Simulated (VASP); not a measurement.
# La3LuO2 (P6/mmm) in VASP: further runs

La3LuO2 is run at these levels: PBE; tasks: single point.

Program: VASP 6.6.1. These are calculated values, not measurements. Logs are shortened: lines on timing, memory, paths and dates and some standing lists are left out, and cuts for length are marked.

### Step 1. The cell of the first run

The structure is hexagonal, space group P6/mmm (No. 191). The conventional cell has a = 6.489 Å, b = 6.489 Å, c = 3.587 Å, α = 90.00°, β = 90.00°, γ = 120.00°. La (site symmetry mmm) has 4 O at 2.59 Å and 4 La at 3.24 Å within 3.4 Å. Within 4.7 Å of Lu (site symmetry 6/mmm) lie 2 Lu at 3.59 Å and 12 La at 3.71 Å and 6 O at 3.75 Å. Within 3.4 Å of O (site symmetry -6m2) lie 6 La at 2.59 Å.

### Step 2. Single point, PBE

INCAR

```
SYSTEM = La3LuO2
  PREC = Accurate
  ENCUT = 520
  EDIFF = 1E-6
  ISMEAR = 0
  SIGMA = 0.1
  LREAL = .False.
  LASPH = .True.
  NELM = 80
  ALGO = Normal
  ISIF = 2
  LWAVE = .False.
  LCHARG = .False.
  GGA = PE
  NBANDS = 44
```

KPOINTS

```
regular mesh
0
Gamma
  3 3 6
  0 0 0
```

POSCAR

```
La3LuO2
1.0
    6.4892104500      0.0000000000      0.0000000000
   -3.2446052300      5.6198211000      0.0000000000
    0.0000000000      0.0000000000      3.5867747300
La Lu O
3 1 2
Direct
    0.5000000000      0.0000000000      0.5000000000
    0.5000000000      0.5000000000      0.5000000000
    0.0000000000      0.5000000000      0.5000000000
    0.0000000000      0.0000000000      0.0000000000
    0.3333333300      0.6666666700      0.0000000000
    0.6666666700      0.3333333300      0.0000000000
```

Potentials or basis: VASP PAW PBE potentials, release 64 (La, Lu, O).

Started as:

```
cat potpaw_PBE.64/La/POTCAR potpaw_PBE.64/Lu/POTCAR potpaw_PBE.64/O/POTCAR > POTCAR
mpirun -np 1 vasp_std > vasp.out
```

OUTCAR:

```text
SYSTEM = La3LuO2
   PREC = Accurate
   ENCUT = 520
   EDIFF = 1E-6
   ISMEAR = 0
   LREAL = .False.
   LASPH = .True.
   NELM = 80
   ISIF = 2
   GGA = PE

 ion  position               nearest neighbor table
   1  0.500  0.000  0.500-   5 2.59   6 2.59   5 2.59   6 2.59   3 3.24   3 3.24   2 3.24   2 3.24
                             4 3.71   4 3.71   4 3.71   4 3.71
   2  0.500  0.500  0.500-   5 2.59   6 2.59   5 2.59   6 2.59   3 3.24   3 3.24   1 3.24   1 3.24
                             4 3.71   4 3.71   4 3.71   4 3.71
   3  0.000  0.500  0.500-   5 2.59   6 2.59   5 2.59   6 2.59   1 3.24   1 3.24   2 3.24   2 3.24
                             4 3.71   4 3.71   4 3.71   4 3.71
   4  0.000  0.000  0.000-   2 3.71   2 3.71   2 3.71   2 3.71   1 3.71   1 3.71   1 3.71   1 3.71
                             3 3.71   3 3.71   3 3.71   3 3.71
   5  0.333  0.667  0.000-   3 2.59   3 2.59   1 2.59   1 2.59   2 2.59   2 2.59
   6  0.667  0.333  0.000-   3 2.59   3 2.59   1 2.59   1 2.59   2 2.59   2 2.59

  LATTYP: Found a hexagonal cell.
 ALAT       =     6.4892104500
 C/A-ratio  =     0.5527289888

  Lattice vectors:

 A1 = (   6.4892104500,   0.0000000000,   0.0000000000)
 A2 = (  -3.2446052300,   5.6198211000,   0.0000000000)
 A3 = (   0.0000000000,   0.0000000000,   3.5867747300)

Analysis of symmetry for initial positions (statically):
=====================================================================
 Subroutine PRICEL returns:
 Original cell was already a primitive cell.

 Routine SETGRP: Setting up the symmetry group for a
 hexagonal supercell.

 Subroutine GETGRP returns: Found 24 space group operations
 (whereof 24 operations were pure point group operations)
 out of a pool of 24 trial point group operations.

The static configuration has the point symmetry D_6h.

Analysis of symmetry for dynamics (positions and initial velocities):
=====================================================================
 Subroutine PRICEL returns:
 Original cell was already a primitive cell.

 Routine SETGRP: Setting up the symmetry group for a
 hexagonal supercell.

 Subroutine GETGRP returns: Found 24 space group operations
 (whereof 24 operations were pure point group operations)
 out of a pool of 24 trial point group operations.

The dynamic configuration has the point symmetry D_6h.

 Subroutine INISYM returns: Found 24 space group operations
 (whereof 24 operations are pure point group operations),
 and found     1 'primitive' translations

[... 87 lines left out ...]
   ENCUT  =  520.0 eV  38.22 Ry    6.18 a.u.  12.07 12.07  6.67*2*pi/ulx,y,z
   NELM   =     80;   NELMIN=  2; NELMDL= -5     # of ELM steps
   EDIFF  = 0.1E-05   stopping-criterion for ELM
   LREAL  =      F    real-space projection
[... 7 lines left out ...]
   TEBEG  =    0.0;   TEEND  =   0.0 temperature during run
   PSTRESS=    0.0 pullay stress
   NELECT =      70.0000    total number of electrons
   NUPDOWN=      -1.0000    fix difference up-down
   EMIN   =  10.00;   EMAX   =-10.00  energy-range for DOS
   EFERMI =   0.00;   METHOD = LEGACY
   ISMEAR =     0;   SIGMA  =   0.10  broadening in eV -4-tet -1-fermi 0-gaus
   EFERMI_NEDOS =   21; number of points for ismear=-14 and -15
   IALGO  =     38    algorithm
   IMIX   =      4    mixing-type and parameters
     AMIX     =   0.40;   BMIX     =  1.00
     AMIX_MAG =   1.60;   BMIX_MAG =  1.00
  volume/ion in A,a.u.               =      21.80       147.12
  Fermi-wavevector in a.u.,A,eV,Ry     =   1.329132  2.511695 24.035932  1.766591
  Thomas-Fermi vector in A             =   2.458317
   LORBIT       =      0    0 simple, 1 ext, 2 COOP (PROOUT), +10 PAW based schemes
   GGA     = PE    functional components
   LHFCALC =     F    Hartree Fock is set to
   AEXX    =    0.0000 exact exchange contribution
   IVDW    =     0    specifies the selected vdW correction
   LEPSILON=     F    determine dielectric tensor
   LRPA    =     F    only Hartree local field effects (RPA)
 non-spin polarized calculation
 Gauss-broadening in eV      SIGMA  =   0.10
  energy-cutoff  :      520.00
  volume of cell :      130.80
 maximum number of plane-waves:      3537
   NGX = 25   NGY = 25   NGZ = 13

 number of electron      70.0000009 magnetization

 Free energy of the ion-electron system (eV)
  ---------------------------------------------------
  ext. energy  EPLUGINS =         0.00000000
  ---------------------------------------------------
  free energy    TOTEN  =       -37.69194810 eV

  energy without entropy =      -37.64937696  energy(sigma->0) =      -37.67066253

 E-fermi :   8.4408     XC(G=0): -10.6792

 val. band max:        8.4047713107   @ k =   0.3333   0.3333   0.0000
 cond. band min:       8.4816731149   @ k =   0.3333   0.3333   0.5000
 fundamental gap:      0.0769018043
 Fermi energy:         8.4408056393

 k-point     1 :       0.0000    0.0000    0.0000
  band No.  band energies     occupation
      1     -48.3881      2.00000
      2     -24.6307      2.00000
      3     -24.1274      2.00000
      4     -24.1274      2.00000
      5     -19.1119      2.00000
      6     -19.1119      2.00000
[... 553 lines left out ...]
     43      10.2874      0.00000
     44      10.3824      0.00000

------------------------ aborting loop because EDIFF is reached ----------------------------------------

  FORCE on cell =-STRESS in cart. coord.  units (eV):
  Direction    XX          YY          ZZ          XY          YZ          ZX
  --------------------------------------------------------------------------------------
  -------------------------------------------------------------------------------------
  Total        8.4007046      8.4007046     -6.0041837     -0.0000000      0.0000000      0.0000000
  in kB      102.8982165    102.8982165    -73.5438056     -0.0000001      0.0000000      0.0000000
  external PRESSURE =      44.0842091 kB  Pullay stress =       0.0000000 kB

 VOLUME and BASIS-vectors are now :
 -----------------------------------------------------------------------------
  energy-cutoff  :      520.00
  volume of cell :      130.80
      direct lattice vectors                 reciprocal lattice vectors
     6.489210450  0.000000000  0.000000000     0.154101952  0.088970804  0.000000000
    -3.244605230  5.619821100  0.000000000     0.000000000  0.177941607  0.000000000
     0.000000000  0.000000000  3.586774730     0.000000000  0.000000000  0.278802009

 POSITION                                       TOTAL-FORCE (eV/Angst)
 -----------------------------------------------------------------------------------
      3.24461      0.00000      1.79339        -0.000000      0.000000      0.000000
      1.62230      2.80991      1.79339         0.000000      0.000000      0.000000
     -1.62230      2.80991      1.79339         0.000000      0.000000      0.000000
      0.00000      0.00000      0.00000        -0.000000      0.000000      0.000000
     -0.00000      3.74655      0.00000        -0.000000      0.000000      0.000000
      3.24461      1.87327      0.00000         0.000000      0.000000      0.000000
 -----------------------------------------------------------------------------------
    total drift:                                0.000000      0.000000     -0.000000

  FREE ENERGIE OF THE ION-ELECTRON SYSTEM (eV)
  ---------------------------------------------------
  free  energy   TOTEN  =       -37.6919481015 eV

  energy  without entropy=      -37.6493769585  energy(sigma->0) =      -37.67066253
```

OSZICAR:

```text
N       E                     dE             d eps       ncg     rms          rms(c)
DAV:   1     0.842374061095E+03    0.84237E+03   -0.24889E+04  1272   0.365E+03
DAV:   2     0.181204432234E+03   -0.66117E+03   -0.63076E+03  1624   0.500E+02
DAV:   3    -0.565741197750E+01   -0.18686E+03   -0.18348E+03  1656   0.293E+02
DAV:   4    -0.380741305028E+02   -0.32417E+02   -0.31705E+02  2000   0.107E+02
DAV:   5    -0.419780645276E+02   -0.39039E+01   -0.38145E+01  2096   0.365E+01    0.133E+01
DAV:   6    -0.375581553119E+02    0.44199E+01   -0.39764E+01  1712   0.309E+01    0.702E+00
DAV:   7    -0.376730331837E+02   -0.11488E+00   -0.66166E+00  2040   0.179E+01    0.279E+00
DAV:   8    -0.376851039437E+02   -0.12071E-01   -0.63559E-01  1960   0.642E+00    0.113E+00
DAV:   9    -0.376909605554E+02   -0.58566E-02   -0.15269E-01  2104   0.337E+00    0.437E-01
DAV:  10    -0.376915324429E+02   -0.57189E-03   -0.32290E-02  1920   0.146E+00    0.249E-01
DAV:  11    -0.376919365420E+02   -0.40410E-03   -0.46205E-03  2080   0.561E-01    0.651E-02
DAV:  12    -0.376919689138E+02   -0.32372E-04   -0.11058E-03  2056   0.238E-01    0.460E-02
DAV:  13    -0.376919446821E+02    0.24232E-04   -0.26433E-04  1944   0.155E-01    0.914E-03
DAV:  14    -0.376919475499E+02   -0.28679E-05   -0.43343E-05  2000   0.537E-02    0.597E-03
DAV:  15    -0.376919481015E+02   -0.55162E-06   -0.66333E-06  1464   0.202E-02
   1 F= -.37691948E+02 E0= -.37670663E+02  d E =-.425711E-01
```

stdout:

```text
POSCAR found type information on POSCAR LaLuO
 POSCAR found :  3 types and       6 ions
 scaLAPACK will be used
 LDA part: xc-table for (Slater+PW92), standard interpolation
 POSCAR, INCAR and KPOINTS ok, starting setup
 FFT: planning ... GRIDC
 FFT: planning ... GRID_SOFT
 FFT: planning ... GRID
 WAVECAR not read
 entering main loop
```

Wall time 50 s (1 thread of Intel Xeon 6975P-C (Granite Rapids), shared host); peak memory 0.28 GiB.

What came out:

| Item | Value |
| --- | --- |
| Free energy | -37.6919 eV |
| Pressure | 4.4 GPa |
| Band gap on the k mesh | zero (band 35 reaches 8.56 eV, above the bottom of band 36 at 8.27 eV) |

Stress tensor (GPa, compression positive):
```
10.29  0.00  0.00
 0.00 10.29  0.00
 0.00  0.00 -7.35
```

Caveat: the k points lie up to 0.37 Å⁻¹ apart; spin-orbit coupling is left out, which moves the levels of the heavy elements.

### Step 3. Single point, PBE

This run uses another cell than the first one, of 23.26 Å³/atom, 1.067 times its volume.

INCAR

```
SYSTEM = La3LuO2
PREC = Accurate ; ENCUT = 520
EDIFF = 1E-6 ; ISMEAR = 0
SIGMA = 0.1 ; LREAL = .False.
LASPH = .True. ; NELM = 100
ALGO = Normal ; ISIF = 2
LWAVE = .False. ; LCHARG = .False.
GGA = PE ; NBANDS = 44
```

KPOINTS

```
Automatic mesh
0
Gamma
  3 3 6
  0 0 0
```

POSCAR

```
La3LuO2
1.0
    7.0259238611      0.0000000031      0.0000000000
   -3.5129619332      6.0846285472      0.0000000000
    0.0000000000      0.0000000000      3.2641200505
La Lu O
3 1 2
Direct
    0.5000000000      0.0000000000      0.5000000000
    0.5000000000      0.5000000000      0.5000000000
    0.0000000000      0.5000000000      0.5000000000
    0.0000000000      0.0000000000      0.0000000000
    0.3333333333      0.6666666667      0.0000000000
    0.6666666667      0.3333333333      0.0000000000
```

Potentials or basis: VASP PAW PBE potentials, release 64 (La, Lu, O).

Started as:

```
cat potpaw_PBE.64/La/POTCAR potpaw_PBE.64/Lu/POTCAR potpaw_PBE.64/O/POTCAR > POTCAR
mpirun -np 1 vasp_std > vasp.out
```

OUTCAR:

```text
SYSTEM = La3LuO2
   PREC = Accurate
   ENCUT = 520
   EDIFF = 1E-6
   ISMEAR = 0
   LREAL = .False.
   LASPH = .True.
   NELM = 100
   ISIF = 2
   GGA = PE

 ion  position               nearest neighbor table
   1  0.500  0.000  0.500-   5 2.60   6 2.60   5 2.60   6 2.60   2 3.51   2 3.51   3 3.51   3 3.51

   2  0.500  0.500  0.500-   5 2.60   6 2.60   5 2.60   6 2.60   1 3.51   1 3.51   3 3.51   3 3.51

   3  0.000  0.500  0.500-   5 2.60   6 2.60   5 2.60   6 2.60   2 3.51   2 3.51   1 3.51   1 3.51

   4  0.000  0.000  0.000-
   5  0.333  0.667  0.000-   1 2.60   1 2.60   3 2.60   3 2.60   2 2.60   2 2.60
[... 759 lines left out ...]
  Total       -0.0057920     -0.0057920      0.0557265     -0.0000000     -0.0000000      0.0000000
  in kB       -0.0665021     -0.0665021      0.6398363     -0.0000000     -0.0000000      0.0000000
  external PRESSURE =       0.1689441 kB  Pullay stress =       0.0000000 kB

 VOLUME and BASIS-vectors are now :
 -----------------------------------------------------------------------------
  energy-cutoff  :      520.00
  volume of cell :      139.54
      direct lattice vectors                 reciprocal lattice vectors
     7.025923861  0.000000003  0.000000000     0.142330037  0.082174285  0.000000000
    -3.512961933  6.084628547  0.000000000    -0.000000000  0.164348570  0.000000000
     0.000000000  0.000000000  3.264120050     0.000000000  0.000000000  0.306361281

 POSITION                                       TOTAL-FORCE (eV/Angst)
 -----------------------------------------------------------------------------------
      3.51296      0.00000      1.63206        -0.000000      0.000000      0.000000
      1.75648      3.04231      1.63206        -0.000000      0.000000      0.000000
     -1.75648      3.04231      1.63206        -0.000000      0.000000      0.000000
      0.00000      0.00000      0.00000        -0.000000      0.000000      0.000000
     -0.00000      4.05642      0.00000        -0.000000      0.000000      0.000000
      3.51296      2.02821      0.00000         0.000000     -0.000000     -0.000000
 -----------------------------------------------------------------------------------
    total drift:                                0.000000      0.000000      0.000000

  FREE ENERGIE OF THE ION-ELECTRON SYSTEM (eV)
  ---------------------------------------------------
  free  energy   TOTEN  =       -38.7129616173 eV

  energy  without entropy=      -38.6910302707  energy(sigma->0) =      -38.70199594
```

OSZICAR:

```text
N       E                     dE             d eps       ncg     rms          rms(c)
DAV:   1     0.856423209458E+03    0.85642E+03   -0.24933E+04  1280   0.360E+03
DAV:   2     0.195563434169E+03   -0.66086E+03   -0.62927E+03  1608   0.497E+02
DAV:   3    -0.401931293227E+01   -0.19958E+03   -0.19607E+03  1616   0.294E+02
DAV:   4    -0.393721105241E+02   -0.35353E+02   -0.34708E+02  1988   0.108E+02
DAV:   5    -0.430223492747E+02   -0.36502E+01   -0.35808E+01  2072   0.370E+01    0.130E+01
DAV:   6    -0.384827236215E+02    0.45396E+01   -0.38316E+01  1672   0.284E+01    0.643E+00
DAV:   7    -0.387018228692E+02   -0.21910E+00   -0.58495E+00  2040   0.164E+01    0.275E+00
DAV:   8    -0.387117456799E+02   -0.99228E-02   -0.63136E-01  2000   0.619E+00    0.924E-01
DAV:   9    -0.387127346687E+02   -0.98899E-03   -0.18259E-01  2080   0.276E+00    0.450E-01
DAV:  10    -0.387128071541E+02   -0.72485E-04   -0.32729E-02  1976   0.128E+00    0.252E-01
DAV:  11    -0.387129263532E+02   -0.11920E-03   -0.53862E-03  2112   0.554E-01    0.666E-02
DAV:  12    -0.387129774098E+02   -0.51057E-04   -0.85270E-04  2040   0.235E-01    0.342E-02
DAV:  13    -0.387129580524E+02    0.19357E-04   -0.25523E-04  2008   0.107E-01    0.725E-03
DAV:  14    -0.387129620580E+02   -0.40056E-05   -0.40020E-05  1928   0.507E-02    0.440E-03
DAV:  15    -0.387129616173E+02    0.44073E-06   -0.62058E-06  1256   0.205E-02
   1 F= -.38712962E+02 E0= -.38701996E+02  d E =-.219313E-01
```

It took 60 s on 1 thread of Intel Xeon 6975P-C (Granite Rapids), shared host; peak memory 0.29 GiB.

What came out:

```yaml
Free_energy: -38.7130 eV
Pressure: 0.0 GPa
Band_gap_on_the_k_mesh: zero (band 35 reaches 7.91 eV, above the bottom of band 36 at 7.20 eV)
```

Levels at points of the mesh, in eV from the Fermi level:
```tsv
k point	band 31	band 32	band 33	band 34	band 35	band 36	band 37	band 38	band 39	band 40
(0.00, 0.00, 0.00)	-3.70	-3.70	-1.39	-0.90	-0.90	0.36	0.36	0.44	1.14	1.14
(0.00, 0.00, 0.50)	-3.54	-0.84	-0.52	-0.52	-0.36	0.19	0.19	0.35	0.35	1.22
```

Caveat: spin-orbit coupling is left out, which moves the levels of the heavy elements.
